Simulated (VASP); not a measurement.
# CuPd (Pm-3m) in VASP: relaxation of cell and atoms with LDA

Aim: the relaxation of cell and atoms of CuPd with LDA.

All numbers are computed with VASP 6.6.1; they aren't measurements. Logs are shortened: lines on timing, memory, paths and dates and some standing lists are left out, and cuts for length are marked.

## Step 1: The cell of the first run

The structure is cubic, space group Pm-3m (No. 221). The conventional cell has a = 3.015 Å, b = 3.015 Å, c = 3.015 Å, α = 90.00°, β = 90.00°, γ = 90.00°. Cu (site symmetry m-3m) has 8 Pd at 2.61 Å and 6 Cu at 3.01 Å within 3.4 Å. Pd (site symmetry m-3m) has 8 Cu at 2.61 Å and 6 Pd at 3.01 Å within 3.4 Å.

## Step 2: Relaxation of cell and atoms, LDA

Contents of INCAR:

```
PREC = Accurate
ENCUT = 820
EDIFF = 1E-7
ISMEAR = 0
SIGMA = 0.1
LREAL = F
LASPH = T
NELM = 120
ALGO = Normal
ISIF = 3
LWAVE = F
LCHARG = F
IBRION = 2
NSW = 70
EDIFFG = -0.005
GGA_COMPAT = F
NELMIN = 4
```

Contents of KPOINTS:

```
regular mesh
0
Gamma
  14 14 14
```

Contents of POSCAR:

```
CuPd
1.0
    3.0147878226      0.0000000000      0.0000000000
    0.0000000000      3.0147878226      0.0000000000
    0.0000000000      0.0000000000      3.0147878226
Cu Pd
1 1
Direct
    0.0000000000      0.0000000000      0.0000000000
    0.5000000000      0.5000000000      0.5000000000
```

Potentials or basis: VASP PAW LDA potentials, release 64 (Cu_sv_GW, Pd_sv_GW).

Command:

```console
$ cat potpaw_LDA.64/Cu_sv_GW/POTCAR potpaw_LDA.64/Pd_sv_GW/POTCAR > POTCAR
$ mpirun -np 1 vasp_std > vasp.out
```

OUTCAR:

```text
PREC = Accurate
   ENCUT = 820
   EDIFF = 1E-7
   ISMEAR = 0
   LREAL = F
   LASPH = T
   NELM = 120
   ISIF = 3
   IBRION = 2
   NSW = 70
   EDIFFG = -0.005
   NELMIN = 4

 ion  position               nearest neighbor table
   1  0.000  0.000  0.000-   2 2.61   2 2.61   2 2.61   2 2.61   2 2.61   2 2.61   2 2.61   2 2.61

   2  0.500  0.500  0.500-   1 2.61   1 2.61   1 2.61   1 2.61   1 2.61   1 2.61   1 2.61   1 2.61

  LATTYP: Found a simple cubic cell.
 ALAT       =     3.0147878226

  Lattice vectors:

 A1 = (   3.0147878226,   0.0000000000,   0.0000000000)
 A2 = (   0.0000000000,   3.0147878226,   0.0000000000)
 A3 = (   0.0000000000,   0.0000000000,   3.0147878226)

Analysis of symmetry for initial positions (statically):
=====================================================================
 Subroutine PRICEL returns:
 Original cell was already a primitive cell.

 Routine SETGRP: Setting up the symmetry group for a
 simple cubic supercell.

 Subroutine GETGRP returns: Found 48 space group operations
 (whereof 48 operations were pure point group operations)
 out of a pool of 48 trial point group operations.

The static configuration has the point symmetry O_h .

Analysis of symmetry for dynamics (positions and initial velocities):
=====================================================================
 Subroutine PRICEL returns:
 Original cell was already a primitive cell.

 Routine SETGRP: Setting up the symmetry group for a
 simple cubic supercell.

 Subroutine GETGRP returns: Found 48 space group operations
 (whereof 48 operations were pure point group operations)
 out of a pool of 48 trial point group operations.

The dynamic configuration has the point symmetry O_h .

 Subroutine INISYM returns: Found 48 space group operations
 (whereof 48 operations are pure point group operations),
 and found     1 'primitive' translations

----------------------------------------------------------------------------------------

                                     Primitive cell

  volume of cell :      27.4012

  direct lattice vectors                    reciprocal lattice vectors
     3.014787823  0.000000000  0.000000000     0.331698301  0.000000000  0.000000000
     0.000000000  3.014787823  0.000000000     0.000000000  0.331698301  0.000000000
[... 92 lines left out ...]
   ISYM   =      2    0-nonsym 1-usesym 2-fastsym
   POTIM  = 0.5000    time-step for ionic-motion
   TEBEG  =    0.0;   TEEND  =   0.0 temperature during run
   PSTRESS=    0.0 pullay stress
   NELECT =      37.0000    total number of electrons
   NUPDOWN=      -1.0000    fix difference up-down
   EMIN   =  10.00;   EMAX   =-10.00  energy-range for DOS
   EFERMI =   0.00;   METHOD = LEGACY
   ISMEAR =     0;   SIGMA  =   0.10  broadening in eV -4-tet -1-fermi 0-gaus
   EFERMI_NEDOS =   21; number of points for ismear=-14 and -15
   IALGO  =     38    algorithm
   IMIX   =      4    mixing-type and parameters
     AMIX     =   0.40;   BMIX     =  1.00
     AMIX_MAG =   1.60;   BMIX_MAG =  1.00
  volume/ion in A,a.u.               =      13.70        92.46
  Fermi-wavevector in a.u.,A,eV,Ry     =   1.809472  3.419407 44.548069  3.274191
  Thomas-Fermi vector in A             =   2.868335
   LORBIT       =      0    0 simple, 1 ext, 2 COOP (PROOUT), +10 PAW based schemes
   GGA     = CA    functional components
   LHFCALC =     F    Hartree Fock is set to
   AEXX    =    0.0000 exact exchange contribution
   IVDW    =     0    specifies the selected vdW correction
   LEPSILON=     F    determine dielectric tensor
   LRPA    =     F    only Hartree local field effects (RPA)
 conjugate gradient relaxation of ions
 non-spin polarized calculation
 Gauss-broadening in eV      SIGMA  =   0.10
  energy-cutoff  :      820.00
  volume of cell :       27.40
 maximum number of plane-waves:      1492
   NGX = 15   NGY = 15   NGZ = 15

--------------------------------------- Ionic step        1  -------------------------------------------

 number of electron      37.0000023 magnetization

 Free energy of the ion-electron system (eV)
  ---------------------------------------------------
  ext. energy  EPLUGINS =         0.00000000
  ---------------------------------------------------
  free energy    TOTEN  =       -10.01490832 eV

  energy without entropy =      -10.00765721  energy(sigma->0) =      -10.01128276

------------------------ aborting loop because EDIFF is reached ----------------------------------------

  FORCE on cell =-STRESS in cart. coord.  units (eV):
  Direction    XX          YY          ZZ          XY          YZ          ZX
  --------------------------------------------------------------------------------------
  -------------------------------------------------------------------------------------
  Total       -2.4711548     -2.4711548     -2.4711548      0.0000000      0.0000000      0.0000000
  in kB     -144.4908288   -144.4908288   -144.4908288      0.0000000      0.0000000      0.0000000
  external PRESSURE =    -144.4908288 kB  Pullay stress =       0.0000000 kB
[... 203 lines left out ...]
--------------------------------------- Ionic step        7  -------------------------------------------

 number of electron      36.9999983 magnetization

 Free energy of the ion-electron system (eV)
  ---------------------------------------------------
  ext. energy  EPLUGINS =         0.00000000
  ---------------------------------------------------
  free energy    TOTEN  =       -10.12438202 eV

  energy without entropy =      -10.11697297  energy(sigma->0) =      -10.12067749

 E-fermi :   8.0804     XC(G=0): -14.2002

 val. band max:        8.0729667238   @ k =   0.2857   0.2857   0.0000
 cond. band min:       8.0864702895   @ k =   0.4286   0.3571   0.0000
 fundamental gap:      0.0135035657
 Fermi energy:         8.0803975751

 k-point     1 :       0.0000    0.0000    0.0000
  band No.  band energies     occupation
      1    -102.6747      2.00000
      2     -75.3364      2.00000
      3     -60.6369      2.00000
      4     -60.6369      2.00000
      5     -60.6369      2.00000
      6     -41.2864      2.00000
[... 589 lines left out ...]
     21      17.1139      0.00000
     22      21.8865      0.00000

 [... further k-points ...]

------------------------ aborting loop because EDIFF is reached ----------------------------------------

  FORCE on cell =-STRESS in cart. coord.  units (eV):
  Direction    XX          YY          ZZ          XY          YZ          ZX
  --------------------------------------------------------------------------------------
  -------------------------------------------------------------------------------------
  Total       -0.0063148     -0.0063148     -0.0063148     -0.0000000      0.0000000     -0.0000000
  in kB       -0.4019232     -0.4019232     -0.4019232     -0.0000000      0.0000000     -0.0000000
  external PRESSURE =      -0.4019232 kB  Pullay stress =       0.0000000 kB
[... 17 lines left out ...]
  FREE ENERGIE OF THE ION-ELECTRON SYSTEM (eV)
  ---------------------------------------------------
  free  energy   TOTEN  =       -10.1243820170 eV

  energy  without entropy=      -10.1169729652  energy(sigma->0) =      -10.12067749

 reached required accuracy - stopping structural energy minimisation
```

OSZICAR:

```text
N       E                     dE             d eps       ncg     rms          rms(c)
DAV:   1     0.849171722134E+03    0.84917E+03   -0.28764E+04  6926   0.592E+03
DAV:   2     0.770999496586E+02   -0.77207E+03   -0.75571E+03  8022   0.150E+03
DAV:   3    -0.642712154122E+01   -0.83527E+02   -0.81910E+02  8998   0.508E+02
DAV:   4    -0.118356573703E+02   -0.54085E+01   -0.53601E+01  8588   0.128E+02
[... 79 lines left out ...]
DAV:   4    -0.101243979435E+02    0.11399E-03   -0.41519E-04  8808   0.168E+00    0.499E-02
DAV:   5    -0.101243829215E+02    0.15022E-04   -0.65688E-05  8692   0.437E-01    0.213E-02
DAV:   6    -0.101243829155E+02    0.60154E-08   -0.45303E-06 10256   0.691E-02    0.159E-02
DAV:   7    -0.101243820584E+02    0.85712E-06   -0.11690E-06  5658   0.858E-02    0.603E-03
DAV:   8    -0.101243820170E+02    0.41411E-07   -0.73189E-07  4608   0.465E-02
   7 F= -.10124382E+02 E0= -.10120677E+02  d E =-.222197E-04
```

Run time: 6.6 min. Hardware: 1 thread of Intel Xeon 6975P-C (Granite Rapids), shared host; peak memory 0.36 GiB.

What came out:

```
Free energy                           : -10.1244 eV
Relaxed volume                        : 12.59 Å³/atom
Relaxed cell                          : a = 2.931 Å, b = 2.931 Å, c = 2.931 Å, α = 90.00°, β = 90.00°, γ = 90.00°
Space group after relaxing (to 0.1 Å) : Pm-3m (No. 221)
Energy gained by relaxing             : 54.7 meV/atom
Ionic steps                           : 7
Pressure after relaxing               : 0.0 GPa
Band gap on the k mesh                : zero (an odd number of electrons rules out a gap without spin polarisation)
```

The path:
```
step  energy change (eV)  largest force (eV/Å)  pressure (GPa)  volume (Å³)
   1              0.0000                0.0000          -14.45        27.40
   2              0.0725                0.0000           26.75        22.79
   3             -0.1094                0.0000           -0.42        25.23
   4             -0.1095                0.0000           -0.14        25.19
   5             -0.1095                0.0000            0.20        25.14
   6             -0.1095                0.0000           -0.16        25.19
   7             -0.1095                0.0000           -0.04        25.17
```

Final structure:
```xyz
2
Lattice="2.9307 0.0000 0.0000 0.0000 2.9307 0.0000 0.0000 0.0000 2.9307" Properties=species:S:1:pos:R:3 pbc="T T T"
Cu    0.0000    0.0000    2.9307
Pd    1.4654    1.4654    1.4654
```

LDA usually gives volumes a few per cent too small. Zero-point motion and thermal expansion aren't in these numbers.
